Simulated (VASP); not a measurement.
# H (P6_3/mmc) in VASP: a series of runs

H is run at these levels: PBE; tasks: single point.

Program: VASP 6.6.1. These are calculated values, not measurements. Logs are shortened: lines on timing, memory, paths and dates and some standing lists are left out, and cuts for length are marked.

### 1 The cell of the first run

Symmetry: P6_3/mmc, No. 194, hexagonal system. The conventional cell has a = 5.300 Å, b = 5.300 Å, c = 4.352 Å, α = 90.00°, β = 90.00°, γ = 120.00°. Within 4.9 Å of H (site symmetry -6m2) lie 8 H at 3.75 to 4.35 Å.

### 2 Single point, PBE, collinear spin

Input file INCAR:

```
SYSTEM = H
PREC     = Accurate       ! precision mode
ENCUT    = 520            ! plane-wave cutoff, eV
EDIFF    = 1E-7           ! SCF threshold, eV
ISMEAR   = 0              ! smearing method
SIGMA    = 0.05           ! smearing width, eV
LREAL    = .FALSE.        ! projectors in reciprocal space
LASPH    = .TRUE.         ! aspherical terms in the spheres
NELM     = 150            ! most SCF steps
ALGO     = Normal         ! electronic algorithm
ISIF     = 2              ! what is computed and relaxed
LWAVE    = .FALSE.        ! write WAVECAR
LCHARG   = .TRUE.         ! write CHGCAR
ISPIN    = 2              ! spin polarisation
MAGMOM   = 1.05 1.05      ! initial moments
LORBIT   = 11             ! projections on sites
GGA      = PE             ! functional
LELF     = .TRUE.         ! ELF
LVHAR    = .TRUE.       
NBANDS   = 12             ! bands
```

Input file KPOINTS:

```
regular mesh
0
G
  6 6 6
  0 0 0
```

Input file POSCAR:

```
H
1.0
    5.2996000000      0.0000000000      0.0000000000
   -2.6498000000      4.5895882299      0.0000000000
    0.0000000000      0.0000000000      4.3519000000
H
2
Direct
    0.3333333333      0.6666666667      0.2500000000
    0.6666666667      0.3333333333      0.7500000000
```

Potentials or basis: VASP PAW PBE potentials, release 64 (H).

Launch:

```console
cat potpaw_PBE.64/H/POTCAR > POTCAR
mpirun -np 1 vasp_std > vasp.out
```

OUTCAR:

```text
SYSTEM = H
   PREC = Accurate
   ENCUT = 520
   EDIFF = 1E-7
   ISMEAR = 0
   LREAL = .FALSE.
   LASPH = .TRUE.
   NELM = 150
   ISIF = 2
   ISPIN = 2
   LORBIT = 11
   GGA = PE

 ion  position               nearest neighbor table
   1  0.333  0.667  0.250-
   2  0.667  0.333  0.750-

  LATTYP: Found a hexagonal cell.
 ALAT       =     5.2996000000
 C/A-ratio  =     0.8211751830

  Lattice vectors:

 A1 = (   5.2996000000,   0.0000000000,   0.0000000000)
 A2 = (  -2.6498000000,   4.5895882299,   0.0000000000)
 A3 = (   0.0000000000,   0.0000000000,   4.3519000000)

Analysis of symmetry for initial positions (statically):
=====================================================================
 Subroutine PRICEL returns:
 Original cell was already a primitive cell.

 Routine SETGRP: Setting up the symmetry group for a
 hexagonal supercell.

 Subroutine GETGRP returns: Found 24 space group operations
 (whereof 12 operations were pure point group operations)
 out of a pool of 24 trial point group operations.

The static configuration has the point symmetry D_3d.
 The point group associated with its full space group is D_6h.

Analysis of symmetry for dynamics (positions and initial velocities):
=====================================================================
 Subroutine PRICEL returns:
 Original cell was already a primitive cell.

 Routine SETGRP: Setting up the symmetry group for a
 hexagonal supercell.

 Subroutine GETGRP returns: Found 24 space group operations
 (whereof 12 operations were pure point group operations)
 out of a pool of 24 trial point group operations.

The dynamic configuration has the point symmetry D_3d.
 The point group associated with its full space group is D_6h.

Analysis of structural, dynamic, and magnetic symmetry:
=====================================================================
 Subroutine PRICEL returns:
 Original cell was already a primitive cell.

 Routine SETGRP: Setting up the symmetry group for a
 hexagonal supercell.

 Subroutine GETGRP returns: Found 24 space group operations
 (whereof 12 operations were pure point group operations)
 out of a pool of 24 trial point group operations.

The overall configuration has the point symmetry D_3d.
 The point group associated with its full space group is D_6h.

 Subroutine INISYM returns: Found 24 space group operations
 (whereof 12 operations are pure point group operations),
 and found     1 'primitive' translations

----------------------------------------------------------------------------------------

                                     Primitive cell

  volume of cell :     105.8512

  direct lattice vectors                    reciprocal lattice vectors
     5.299600000  0.000000000  0.000000000     0.188693486  0.108942235  0.000000000
    -2.649800000  4.589588230  0.000000000     0.000000000  0.217884470  0.000000000
     0.000000000  0.000000000  4.351900000     0.000000000  0.000000000  0.229784692

  length of vectors
     5.299600000  5.299600000  4.351900000     0.217884470  0.217884470  0.229784692

  position of ions in fractional coordinates (direct lattice)
     0.333333333  0.666666667  0.250000000
     0.666666667  0.333333333  0.750000000

  ion indices of the primitive-cell ions
   primitive index   ion index
                 1           1
                 2           2

----------------------------------------------------------------------------------------

 KPOINTS: regular mesh

Automatic generation of k-mesh.
 Grid dimensions read from file:
 generate k-points for:    6    6    6

 Generating k-lattice:

  Cartesian coordinates                     Fractional coordinates (reciprocal lattice)
     0.031448914  0.018157039  0.000000000     0.166666667 -0.000000000  0.000000000
     0.000000000  0.036314078  0.000000000     0.000000000  0.166666667  0.000000000
     0.000000000  0.000000000  0.038297449     0.000000000  0.000000000  0.166666667

  Length of vectors
     0.036314078  0.036314078  0.038297449

  Shift w.r.t. Gamma in fractional coordinates (k-lattice)
     0.000000000  0.000000000  0.000000000

 Subroutine IBZKPT returns following result:
 ===========================================

 Found     28 irreducible k-points:

 Following reciprocal coordinates:
            Coordinates               Weight
  0.000000  0.000000  0.000000      1.000000
  0.166667  0.000000  0.000000      6.000000
  0.333333  0.000000  0.000000      6.000000
  0.500000 -0.000000  0.000000      3.000000
  0.166667  0.166667  0.000000      6.000000
  0.333333  0.166667  0.000000     12.000000
[... 16 lines left out ...]
  0.166667  0.000000  0.500000      6.000000
  0.333333  0.000000  0.500000      6.000000
 [... further k-points ...]
   k-points           NKPTS =     28   k-points in BZ     NKDIM =     28   number of bands    NBANDS=     12
   number of dos      NEDOS =    301   number of ions     NIONS =      2
   total plane-waves  NPLWV =  51200
   dimension x,y,z NGX =    40 NGY =   40 NGZ =   32
   dimension x,y,z NGXF=    80 NGYF=   80 NGZF=   64
   ions per type =               2
   NGX,Y,Z   is equivalent  to a cutoff of  12.55, 12.55, 12.22 a.u.
   NGXF,Y,Z  is equivalent  to a cutoff of  25.10, 25.10, 24.45 a.u.
 SYSTEM =  H
   PREC   = accura    normal or accurate (medium, high low for compatibility)
   ISTART =      0    job   : 0-new  1-cont  2-samecut
   ICHARG =      2    charge: 1-file 2-atom 10-const
   ISPIN  =      2    spin polarized calculation?
   LNONCOLLINEAR =      F non collinear calculations
   LSORBIT =      F    spin-orbit coupling
   LASPH  =      T    aspherical Exc in radial PAW
   ENCUT  =  520.0 eV  38.22 Ry    6.18 a.u.   9.85  9.85  8.09*2*pi/ulx,y,z
   NELM   =    150;   NELMIN=  2; NELMDL= -5     # of ELM steps
   EDIFF  = 0.1E-06   stopping-criterion for ELM
   LREAL  =      F    real-space projection
   EDIFFG = 0.1E-05   stopping-criterion for IOM
   NSW    =      0    number of steps for IOM
   IBRION =     -1    ionic relax: 0-MD 1-quasi-New 2-CG
   NFREE  =      0    steps in history (QN), initial steepest desc. (CG)
   ISIF   =      2    stress and relaxation
   ISYM   =      2    0-nonsym 1-usesym 2-fastsym
   POTIM  = 0.5000    time-step for ionic-motion
   TEBEG  =    0.0;   TEEND  =   0.0 temperature during run
   PSTRESS=    0.0 pullay stress
   NELECT =       2.0000    total number of electrons
   NUPDOWN=      -1.0000    fix difference up-down
   EMIN   =  10.00;   EMAX   =-10.00  energy-range for DOS
   EFERMI =   0.00;   METHOD = LEGACY
   ISMEAR =     0;   SIGMA  =   0.05  broadening in eV -4-tet -1-fermi 0-gaus
   EFERMI_NEDOS =   21; number of points for ismear=-14 and -15
   IALGO  =     38    algorithm
   IMIX   =      4    mixing-type and parameters
     AMIX     =   0.40;   BMIX     =  1.00
     AMIX_MAG =   1.60;   BMIX_MAG =  1.00
  volume/ion in A,a.u.               =      52.93       357.16
  Fermi-wavevector in a.u.,A,eV,Ry     =   0.436033  0.823983  2.586807  0.190125
  Thomas-Fermi vector in A             =   1.408036
   LORBIT       =     11    0 simple, 1 ext, 2 COOP (PROOUT), +10 PAW based schemes
   GGA     = PE    functional components
   LHFCALC =     F    Hartree Fock is set to
   AEXX    =    0.0000 exact exchange contribution
   IVDW    =     0    specifies the selected vdW correction
   LEPSILON=     F    determine dielectric tensor
   LRPA    =     F    only Hartree local field effects (RPA)
 spin polarized calculation
 Gauss-broadening in eV      SIGMA  =   0.05
  energy-cutoff  :      520.00
  volume of cell :      105.85
 maximum number of plane-waves:      2868
 NGX is ok and might be reduce to    40

 number of electron       1.9999999 magnetization       1.9999999

 Free energy of the ion-electron system (eV)
  ---------------------------------------------------
  ext. energy  EPLUGINS =         0.00000000
  ---------------------------------------------------
  free energy    TOTEN  =        -2.23690696 eV

  energy without entropy =       -2.23690696  energy(sigma->0) =       -2.23690696

 E-fermi :  -6.3733     XC(G=0):   0.5168

 val. band max:       -6.6576774369   @ k =   0.0000   0.0000   0.0000
 cond. band min:       0.1306084578   @ k =   0.3333   0.3333   0.0000
 fundamental gap:      6.7882858948
 Fermi energy:        -6.3732729106

 spin component 1

 k-point     1 :       0.0000    0.0000    0.0000
  band No.  band energies     occupation
      1      -7.7382      1.00000
      2      -6.6577      1.00000
      3       1.2247      0.00000
      4       3.4314      0.00000
      5       3.4314      0.00000
      6       4.2953      0.00000
      7       4.4354      0.00000
      8       4.4354      0.00000
      9       5.5476      0.00000
     10       7.1572      0.00000
     11       9.1675      0.00000
     12      10.8902      0.00000

 k-point     2 :       0.1667    0.0000    0.0000
  band No.  band energies     occupation
      1      -7.6692      1.00000
      2      -6.7165      1.00000
      3       1.0026      0.00000
      4       2.8630      0.00000
      5       2.8652      0.00000
      6       4.4737      0.00000
      7       4.9570      0.00000
      8       5.3615      0.00000
      9       6.1765      0.00000
     10       7.4205      0.00000
     11       8.4848      0.00000
     12      10.0168      0.00000
[... 316 lines left out ...]
 k-point    24 :       0.3333    0.0000    0.5000
  band No.  band energies     occupation
      1      -7.0478      1.00000
      2      -7.0478      1.00000
      3       1.0577      0.00000
      4       1.0577      0.00000
      5       3.7041      0.00000
      6       3.7041      0.00000
      7       4.2353      0.00000
      8       4.2353      0.00000
      9       7.0793      0.00000
     10       7.0793      0.00000
     11       9.3168      0.00000
     12       9.3168      0.00000

 [... further k-points ...]

 spin component 2

 k-point     1 :       0.0000    0.0000    0.0000
  band No.  band energies     occupation
      1       3.0702      0.00000
      2       9.2806      0.00000
      3       9.2813      0.00000
      4      10.4750      0.00000
      5      10.4797      0.00000
      6      10.9423      0.00000
      7      11.3783      0.00000
      8      11.3787      0.00000
      9      13.7266      0.00000
     10      17.1313      0.00000
     11      17.1316      0.00000
     12      17.3685      0.00000

 k-point     2 :       0.1667    0.0000    0.0000
  band No.  band energies     occupation
      1       3.2217      0.00000
      2       8.0582      0.00000
      3       8.9385      0.00000
      4      10.1728      0.00000
      5      11.0962      0.00000
      6      11.2127      0.00000
      7      12.1009      0.00000
      8      12.1536      0.00000
      9      14.4777      0.00000
     10      15.9421      0.00000
     11      16.6554      0.00000
     12      16.8131      0.00000
[... 316 lines left out ...]
 k-point    24 :       0.3333    0.0000    0.5000
  band No.  band energies     occupation
      1       5.5799      0.00000
      2       5.5799      0.00000
      3       8.5434      0.00000
      4       8.5434      0.00000
      5      10.4708      0.00000
      6      10.4708      0.00000
      7      12.2458      0.00000
      8      12.2458      0.00000
      9      15.7241      0.00000
     10      15.7241      0.00000
     11      16.0409      0.00000
     12      16.0409      0.00000

 [... further k-points ...]

------------------------ aborting loop because EDIFF is reached ----------------------------------------

  FORCE on cell =-STRESS in cart. coord.  units (eV):
  Direction    XX          YY          ZZ          XY          YZ          ZX
  --------------------------------------------------------------------------------------
  -------------------------------------------------------------------------------------
  Total        0.0154742      0.0154742      0.0247339     -0.0000000      0.0000000      0.0000000
  in kB        0.2342189      0.2342189      0.3743753     -0.0000000      0.0000000      0.0000000
  external PRESSURE =       0.2809377 kB  Pullay stress =       0.0000000 kB

 VOLUME and BASIS-vectors are now :
 -----------------------------------------------------------------------------
  energy-cutoff  :      520.00
  volume of cell :      105.85
      direct lattice vectors                 reciprocal lattice vectors
     5.299600000  0.000000000  0.000000000     0.188693486  0.108942235  0.000000000
    -2.649800000  4.589588230  0.000000000     0.000000000  0.217884470  0.000000000
     0.000000000  0.000000000  4.351900000     0.000000000  0.000000000  0.229784692

 POSITION                                       TOTAL-FORCE (eV/Angst)
 -----------------------------------------------------------------------------------
     -0.00000      3.05973      1.08797         0.000000      0.000000     -0.000000
      2.64980      1.52986      3.26392        -0.000000     -0.000000      0.000000
 -----------------------------------------------------------------------------------
    total drift:                               -0.000000      0.000000     -0.000000

  FREE ENERGIE OF THE ION-ELECTRON SYSTEM (eV)
  ---------------------------------------------------
  free  energy   TOTEN  =        -2.2369069633 eV

  energy  without entropy=       -2.2369069633  energy(sigma->0) =       -2.23690696

 total charge

# of ion       s       p       d       tot
------------------------------------------
    1        0.381   0.000   0.000   0.381
    2        0.381   0.000   0.000   0.381
--------------------------------------------------
tot          0.761   0.000   0.000   0.761

 magnetization (x)

# of ion       s       p       d       tot
------------------------------------------
    1        0.381   0.000   0.000   0.381
    2        0.381   0.000   0.000   0.381
--------------------------------------------------
tot          0.761   0.000   0.000   0.761
```

It took 32 s on 1 thread of Intel Xeon 6975P-C (Granite Rapids), shared host; peak memory 0.26 GiB.

What came out:

| Item | Value |
| --- | --- |
| Free energy | -2.2369 eV |
| Pressure | 0.0 GPa |
| Band gap on the k mesh | 6.79 eV (least direct gap 7.27 eV) |
| Net moment | 2.00 μB per cell |
| Site moments | H +0.38 μB |
| Valence electrons inside the program's atomic spheres | H 0.38 |

Caveat: the nearest neighbours stand farther apart than a usual bond.

### 3 Single point, PBE, collinear spin

This run uses another cell than the first one, of the same volume but with other edges.

Input file INCAR:

```
ALGO = Normal ; EDIFF = 1E-6
ENCUT = 520 ; GGA = PE
ISIF = 2 ; ISMEAR = 0
ISPIN = 2 ; LASPH = True
LCHARG = False ; LORBIT = 11
LREAL = False ; LWAVE = False
MAGMOM = 1.05 1.05 ; NBANDS = 12
NELM = 150 ; PREC = Accurate
SIGMA = 0.05
```

Input file KPOINTS:

```
k-points
0
Gamma
  6 6 6
```

Input file POSCAR:

```
H
1.0
    5.4326000000      0.0000000000      0.0000000000
   -2.7163000000      4.7047696086      0.0000000000
    0.0000000000      0.0000000000      4.1379000000
H
2
Direct
    0.3333333333      0.6666666667      0.2500000000
    0.6666666667      0.3333333333      0.7500000000
```

Potentials or basis: VASP PAW PBE potentials, release 64 (H).

Launch:

```console
cat potpaw_PBE.64/H/POTCAR > POTCAR
mpirun -np 1 vasp_std > vasp.out
```

It took 35 s on 1 thread of Intel Xeon 6975P-C (Granite Rapids), shared host; peak memory 0.25 GiB.

The run converged. Its results:

```yaml
Free_energy: -2.2364 eV
Pressure: 0.0 GPa
Band_gap_on_the_k_mesh: 6.73 eV (least direct gap 7.24 eV)
Net_moment: 2.00 μB per cell
Site_moments: H +0.38 μB
Valence_electrons_inside_the_program's_atomic_spheres: H 0.38
```

Levels at points of the mesh, in eV from the valence-band top:
Spin up:
| k point | band 1 | band 2 | band 3 | band 4 | band 5 | band 6 | band 7 |
| --- | --- | --- | --- | --- | --- | --- | --- |
| (0.00, 0.00, 0.00) | -1.07 | 0.00 | 7.87 | 9.83 | 9.83 | 10.83 | 10.83 |
| (0.50, 0.00, 0.00) | -0.69 | -0.35 | 6.94 | 8.62 | 9.26 | 11.70 | 12.84 |
| (0.00, 0.00, 0.50) | -0.38 | -0.38 | 8.03 | 8.03 | 11.71 | 11.71 | 11.71 |
| (0.50, 0.00, 0.50) | -0.32 | -0.32 | 7.77 | 7.77 | 10.05 | 10.05 | 10.74 |
Spin down:
| k point | band 1 | band 2 | band 3 | band 4 |
| --- | --- | --- | --- | --- |
| (0.00, 0.00, 0.00) | 9.69 | 15.54 | 15.54 | 16.98 |
| (0.50, 0.00, 0.00) | 10.42 | 12.68 | 14.70 | 16.27 |
| (0.00, 0.00, 0.50) | 11.86 | 11.86 | 17.70 | 17.70 |
| (0.50, 0.00, 0.50) | 12.61 | 12.61 | 14.74 | 14.74 |

Caveat: the nearest neighbours stand farther apart than a usual bond. A k mesh can miss the band edges.
